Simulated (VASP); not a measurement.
# BN in VASP: single point with PBE+D3(BJ)

Aim: the single point of BN with PBE+D3(BJ).

Program: VASP 6.6.1. These are calculated values, not measurements. Logs are shortened: lines on timing, memory, paths and dates and some standing lists are left out, and cuts for length are marked.

**1. The cell of the first run**

The cell holds a slab with vacuum, 6 atoms: a = 2.505 Å, b = 2.505 Å, c = 23.679 Å, α = 90.00°, β = 90.00°, γ = 60.07°.

**2. Single point, PBE+D3(BJ)**

File INCAR:

```
SYSTEM = BN
ALGO = Normal ; DIPOL = 0.5 0.5 0.500
EDIFF = 1E-6 ; ENCUT = 520
GGA = PE ; IDIPOL = 3
ISIF = 2 ; ISMEAR = 0
IVDW = 12 ; LASPH = .True.
LCHARG = .False. ; LDIPOL = .True.
LREAL = .False. ; LWAVE = .False.
NBANDS = 21 ; NELM = 60
PREC = Accurate ; SIGMA = 0.05
```

File KPOINTS:

```
k-points
0
Gamma
  12 12 1
  0 0 0
```

File POSCAR:

```
BN
1.0
    2.5051851808      0.0000000000      0.0000000000
    1.2500915904      2.1709960400      0.0000000000
    0.0000000000      0.0000000000     23.6789643053
B N
3 3
Direct
    0.4998931263      0.4998931263      0.3589684029
    0.9998931263      0.9998931263      0.5000000000
    0.4998931263      0.4998931263      0.6410315971
    0.8334068837      0.8334068837      0.3589684029
    0.3334068837      0.3334068837      0.5000000000
    0.8334068837      0.8334068837      0.6410315971
```

Potentials or basis: VASP PAW PBE potentials, release 64 (B, N).

Started as:

```
$ cat potpaw_PBE.64/B/POTCAR potpaw_PBE.64/N/POTCAR > POTCAR
$ mpirun -np 1 vasp_std > vasp.out
```

OUTCAR:

```text
SYSTEM = BN
   EDIFF = 1E-6
   ENCUT = 520
   GGA = PE
   ISIF = 2
   ISMEAR = 0
   IVDW = 12
   LASPH = .True.
   LREAL = .False.
   NELM = 60
   PREC = Accurate
 IVDW          = 12

 ion  position               nearest neighbor table
   1  0.500  0.500  0.359-   4 1.45   4 1.45   4 1.45
   2  1.000  1.000  0.500-   5 1.45   5 1.45   5 1.45
   3  0.500  0.500  0.641-   6 1.45   6 1.45   6 1.45
   4  0.833  0.833  0.359-   1 1.45   1 1.45   1 1.45
   5  0.333  0.333  0.500-   2 1.45   2 1.45   2 1.45
   6  0.833  0.833  0.641-   3 1.45   3 1.45   3 1.45

  LATTYP: Found a base centered orthorhombic cell.
 ALAT       =     2.5076849336
 B/A-ratio  =     1.7297483284
 C/A-ratio  =     9.4425595448

  Lattice vectors:

 A1 = (  -1.2500915904,  -2.1709960400,   0.0000000000)
 A2 = (   2.5051851808,   0.0000000000,   0.0000000000)
 A3 = (   0.0000000000,   0.0000000000,  23.6789643053)

Analysis of symmetry for initial positions (statically):
=====================================================================
 Subroutine PRICEL returns:
 Original cell was already a primitive cell.

 Routine SETGRP: Setting up the symmetry group for a
 base centered orthorhombic supercell.

 Subroutine GETGRP returns: Found  4 space group operations
 (whereof  4 operations were pure point group operations)
 out of a pool of  8 trial point group operations.

The static configuration has the point symmetry C_2v.

Analysis of symmetry for dynamics (positions and initial velocities):
=====================================================================
 Subroutine PRICEL returns:
 Original cell was already a primitive cell.

 Routine SETGRP: Setting up the symmetry group for a
 base centered orthorhombic supercell.

 Subroutine GETGRP returns: Found  4 space group operations
 (whereof  4 operations were pure point group operations)
 out of a pool of  8 trial point group operations.

The dynamic configuration has the point symmetry C_2v.

 Subroutine INISYM returns: Found  4 space group operations
 (whereof  4 operations are pure point group operations),
 and found     1 'primitive' translations

----------------------------------------------------------------------------------------

                                     Primitive cell

  volume of cell :     128.7839

  direct lattice vectors                    reciprocal lattice vectors
     2.505185181  0.000000000  0.000000000     0.399172088 -0.229849185  0.000000000
     1.250091590  2.170996040  0.000000000     0.000000000  0.460618067  0.000000000
     0.000000000  0.000000000 23.678964305     0.000000000  0.000000000  0.042231577

  length of vectors
     2.505185181  2.505185181 23.678964305     0.460618067  0.460618067  0.042231577

  position of ions in fractional coordinates (direct lattice)
     0.499893126  0.499893126  0.358968403
     0.999893126  0.999893126  0.500000000
     0.499893126  0.499893126  0.641031597
     0.833406884  0.833406884  0.358968403
     0.333406884  0.333406884  0.500000000
     0.833406884  0.833406884  0.641031597

  ion indices of the primitive-cell ions
   primitive index   ion index
                 1           1
                 2           2
                 3           3
                 4           4
                 5           5
                 6           6

----------------------------------------------------------------------------------------

 KPOINTS: k-points

Automatic generation of k-mesh.
 Grid dimensions read from file:
 generate k-points for:   12   12    1

 Generating k-lattice:

  Cartesian coordinates                     Fractional coordinates (reciprocal lattice)
     0.033264341 -0.019154099  0.000000000     0.083333333 -0.000000000  0.000000000
     0.000000000  0.038384839  0.000000000     0.000000000  0.083333333  0.000000000
     0.000000000  0.000000000  0.042231577     0.000000000  0.000000000  1.000000000

  Length of vectors
     0.038384839  0.038384839  0.042231577

  Shift w.r.t. Gamma in fractional coordinates (k-lattice)
     0.000000000  0.000000000  0.000000000

 Subroutine IBZKPT returns following result:
 ===========================================

 Found     43 irreducible k-points:

 Following reciprocal coordinates:
            Coordinates               Weight
  0.000000  0.000000  0.000000      1.000000
  0.083333  0.000000  0.000000      4.000000
  0.166667  0.000000  0.000000      4.000000
  0.250000 -0.000000  0.000000      4.000000
  0.333333  0.000000  0.000000      4.000000
  0.416667  0.000000  0.000000      4.000000
[... 16 lines left out ...]
  0.500000  0.166667  0.000000      4.000000
 -0.416667  0.166667  0.000000      4.000000
 [... further k-points ...]
   k-points           NKPTS =     43   k-points in BZ     NKDIM =     43   number of bands    NBANDS=     21
   number of dos      NEDOS =    301   number of ions     NIONS =      6
   total plane-waves  NPLWV =  72000
   dimension x,y,z NGX =    20 NGY =   20 NGZ =  180
   dimension x,y,z NGXF=    40 NGYF=   40 NGZF=  360
   ions per type =               3   3
   NGX,Y,Z   is equivalent  to a cutoff of  13.27, 13.27, 12.64 a.u.
   NGXF,Y,Z  is equivalent  to a cutoff of  26.54, 26.54, 25.27 a.u.
 SYSTEM =  BN
   PREC   = accura    normal or accurate (medium, high low for compatibility)
   ISTART =      0    job   : 0-new  1-cont  2-samecut
   ICHARG =      2    charge: 1-file 2-atom 10-const
   ISPIN  =      1    spin polarized calculation?
   LNONCOLLINEAR =      F non collinear calculations
   LSORBIT =      F    spin-orbit coupling
   LASPH  =      T    aspherical Exc in radial PAW
   ENCUT  =  520.0 eV  38.22 Ry    6.18 a.u.   4.66  4.66 44.03*2*pi/ulx,y,z
   NELM   =     60;   NELMIN=  2; NELMDL= -5     # of ELM steps
   EDIFF  = 0.1E-05   stopping-criterion for ELM
   LREAL  =      F    real-space projection
   EDIFFG = 0.1E-04   stopping-criterion for IOM
   NSW    =      0    number of steps for IOM
   IBRION =     -1    ionic relax: 0-MD 1-quasi-New 2-CG
   NFREE  =      0    steps in history (QN), initial steepest desc. (CG)
   ISIF   =      2    stress and relaxation
   ISYM   =      2    0-nonsym 1-usesym 2-fastsym
   POTIM  = 0.5000    time-step for ionic-motion
   TEBEG  =    0.0;   TEEND  =   0.0 temperature during run
   PSTRESS=    0.0 pullay stress
   NELECT =      24.0000    total number of electrons
   NUPDOWN=      -1.0000    fix difference up-down
   EMIN   =  10.00;   EMAX   =-10.00  energy-range for DOS
   EFERMI =   0.00;   METHOD = LEGACY
   ISMEAR =     0;   SIGMA  =   0.05  broadening in eV -4-tet -1-fermi 0-gaus
   EFERMI_NEDOS =   21; number of points for ismear=-14 and -15
   IALGO  =     38    algorithm
   IMIX   =      4    mixing-type and parameters
     AMIX     =   0.40;   BMIX     =  1.00
     AMIX_MAG =   1.60;   BMIX_MAG =  1.00
  volume/ion in A,a.u.               =      21.46       144.85
  Fermi-wavevector in a.u.,A,eV,Ry     =   0.935100  1.767083 11.897098  0.874412
  Thomas-Fermi vector in A             =   2.061973
   LORBIT       =      0    0 simple, 1 ext, 2 COOP (PROOUT), +10 PAW based schemes
   GGA     = PE    functional components
   LHFCALC =     F    Hartree Fock is set to
   AEXX    =    0.0000 exact exchange contribution
   IVDW    =    12    specifies the selected vdW correction
   LEPSILON=     F    determine dielectric tensor
   LRPA    =     F    only Hartree local field effects (RPA)
 non-spin polarized calculation
 Gauss-broadening in eV      SIGMA  =   0.05
  energy-cutoff  :      520.00
  volume of cell :      128.78
 maximum number of plane-waves:      3497
   NGX =  9   NGY =  9   NGZ = 89

 number of electron      23.9999997 magnetization

 dipolmoment           0.000000      0.000000     -0.000000 electrons x Angstroem

 Free energy of the ion-electron system (eV)
  ---------------------------------------------------
  ext. energy  EPLUGINS =         0.00000000
  ---------------------------------------------------
  free energy    TOTEN  =       -52.75148861 eV

  energy without entropy =      -52.75148861  energy(sigma->0) =      -52.75148861

 E-fermi :  -2.0970     XC(G=0):  -4.6067

 val. band max:       -2.3387248515   @ k =  -0.3333   0.3333   0.0000
 cond. band min:       1.6091458050   @ k =   0.5000   0.5000   0.0000
 fundamental gap:      3.9478706565
 Fermi energy:        -2.0969863028

 k-point     1 :       0.0000    0.0000    0.0000
  band No.  band energies     occupation
      1     -20.1800      2.00000
      2     -20.0729      2.00000
      3     -19.9807      2.00000
      4      -8.3527      2.00000
      5      -7.6714      2.00000
      6      -6.9138      2.00000
[... 13 lines left out ...]
     20       7.7957      0.00000
     21       8.8004      0.00000

 k-point     2 :       0.0833    0.0000    0.0000
  band No.  band energies     occupation
      1     -20.0450      2.00000
      2     -19.9395      2.00000
      3     -19.8489      2.00000
      4      -8.1681      2.00000
      5      -7.4932      2.00000
      6      -6.7436      2.00000
[... 13 lines left out ...]
     20       7.8696      0.00000
     21       8.8487      0.00000

 k-point     3 :       0.1667    0.0000    0.0000
  band No.  band energies     occupation
      1     -19.6475      2.00000
      2     -19.5468      2.00000
      3     -19.4612      2.00000
      4      -7.6221      2.00000
      5      -6.9706      2.00000
      6      -6.2504      2.00000
[... 13 lines left out ...]
     20       7.9978      0.00000
     21       8.6460      0.00000

 k-point     4 :       0.2500   -0.0000    0.0000
  band No.  band energies     occupation
      1     -19.0140      2.00000
      2     -18.9220      2.00000
      3     -18.8452      2.00000
      4      -7.5444      2.00000
      5      -7.5236      2.00000
      6      -7.5043      2.00000
[... 13 lines left out ...]
     20       7.1807      0.00000
     21       8.1514      0.00000

 k-point     5 :       0.3333    0.0000    0.0000
  band No.  band energies     occupation
      1     -18.2117      2.00000
      2     -18.1339      2.00000
      3     -18.0718      2.00000
      4      -9.3222      2.00000
      5      -9.2918      2.00000
      6      -9.2732      2.00000
[... 13 lines left out ...]
     20       7.6538      0.00000
     21       7.9881      0.00000

 k-point     6 :       0.4167    0.0000    0.0000
  band No.  band energies     occupation
      1     -17.4122      2.00000
      2     -17.3594      2.00000
      3     -17.3230      2.00000
      4     -10.7400      2.00000
      5     -10.7117      2.00000
      6     -10.6959      2.00000
[... 13 lines left out ...]
     20       8.5683      0.00000
     21       9.2970      0.00000

 k-point     7 :       0.5000   -0.0000    0.0000
  band No.  band energies     occupation
      1     -17.0114      2.00000
      2     -16.9951      2.00000
      3     -16.9948      2.00000
      4     -11.3151      2.00000
      5     -11.2995      2.00000
      6     -11.2963      2.00000
[... 13 lines left out ...]
     20      10.3948      0.00000
     21      10.5656      0.00000
[... 291 lines left out ...]
      1     -19.2603      2.00000
      2     -19.1640      2.00000
      3     -19.0826      2.00000
      4      -7.0989      2.00000
      5      -6.7775      2.00000
      6      -6.6997      2.00000
[... 13 lines left out ...]
     20       7.9331      0.00000
     21       8.3833      0.00000

 k-point    21 :       0.3333    0.1667    0.0000
  band No.  band energies     occupation
      1     -18.6489      2.00000
      2     -18.5610      2.00000
      3     -18.4882      2.00000
      4      -7.9622      2.00000
      5      -7.9333      2.00000
      6      -7.9162      2.00000
[... 13 lines left out ...]
     20       7.4035      0.00000
     21       9.0325      0.00000

 k-point    22 :       0.4167    0.1667    0.0000
  band No.  band energies     occupation
      1     -17.8828      2.00000
      2     -17.8086      2.00000
      3     -17.7498      2.00000
      4      -9.3056      2.00000
      5      -9.2888      2.00000
      6      -9.2866      2.00000
[... 13 lines left out ...]
     20       8.6402      0.00000
     21       9.9240      0.00000

 k-point    23 :       0.5000    0.1667    0.0000
  band No.  band energies     occupation
      1     -17.1342      2.00000
      2     -17.0834      2.00000
      3     -17.0485      2.00000
      4     -10.4983      2.00000
      5     -10.4773      2.00000
      6     -10.4703      2.00000
[... 13 lines left out ...]
     20       9.7633      0.00000
     21      10.1400      0.00000

 k-point    24 :      -0.4167    0.1667    0.0000
  band No.  band energies     occupation
      1     -16.7676      2.00000
      2     -16.7509      2.00000
      3     -16.7506      2.00000
      4     -10.9960      2.00000
      5     -10.9804      2.00000
      6     -10.9777      2.00000
[... 13 lines left out ...]
     20      10.6634      0.00000
     21      11.1994      0.00000

 [... further k-points ...]

------------------------ aborting loop because EDIFF is reached ----------------------------------------

 vacuum level on the upper side and lower side of the slab       (xc-potential included)        -0.119        -0.119

 Edisp (eV)   -0.70133

 E8    (eV) :    -0.2125

  FORCE on cell =-STRESS in cart. coord.  units (eV):
  Direction    XX          YY          ZZ          XY          YZ          ZX
  --------------------------------------------------------------------------------------
  -------------------------------------------------------------------------------------
  Total       0.22887     0.18254    -0.00877     0.04023     0.00000     0.00000
  in kB       2.84730     2.27090    -0.10912     0.50050     0.00000     0.00000
  external pressure =        1.67 kB  Pullay stress =        0.00 kB

 VOLUME and BASIS-vectors are now :
 -----------------------------------------------------------------------------
  energy-cutoff  :      520.00
  volume of cell :      128.78
      direct lattice vectors                 reciprocal lattice vectors
     2.505185181  0.000000000  0.000000000     0.399172088 -0.229849185  0.000000000
     1.250091590  2.170996040  0.000000000     0.000000000  0.460618067  0.000000000
     0.000000000  0.000000000 23.678964305     0.000000000  0.000000000  0.042231577

 POSITION                                       TOTAL-FORCE (eV/Angst)
 -----------------------------------------------------------------------------------
      1.87724      1.08527      8.50000         0.006721      0.003886      0.014378
      3.75488      2.17076     11.83948        -0.000137     -0.000079     -0.000000
      1.87724      1.08527     15.17896         0.006721      0.003886     -0.014378
      3.12967      1.80932      8.50000        -0.006654     -0.003847     -0.021687
      1.25204      0.72383     11.83948         0.000001      0.000001     -0.000000
      3.12967      1.80932     15.17896        -0.006654     -0.003847      0.021687
 -----------------------------------------------------------------------------------
    total drift:                                0.000048      0.000028      0.000001

  FREE ENERGIE OF THE ION-ELECTRON SYSTEM (eV)
  ---------------------------------------------------
  free  energy   TOTEN  =       -53.4528223924 eV

  energy  without entropy=      -53.4528223924  energy(sigma->0) =      -53.45282239

 vacuum level on the upper side and lower side of the slab         3.335         3.335
```

Wall time 3 min (1 thread of Intel Xeon Platinum 8488C (Sapphire Rapids), shared host); peak memory 0.3 GiB.

What came out:

```
Free energy                : -53.4528 eV
Largest force              : 0.023 eV/Å
Band gap on the k mesh     : 3.95 eV, indirect (least direct gap 4.32 eV)
Dispersion energy per atom : -0.117 eV
```

Forces on the atoms (eV/Å):
```
B    0.007  0.004  0.014
B    0.000  0.000  0.000
B    0.007  0.004 -0.014
N   -0.007 -0.004 -0.022
N    0.000  0.000  0.000
N   -0.007 -0.004  0.022
```
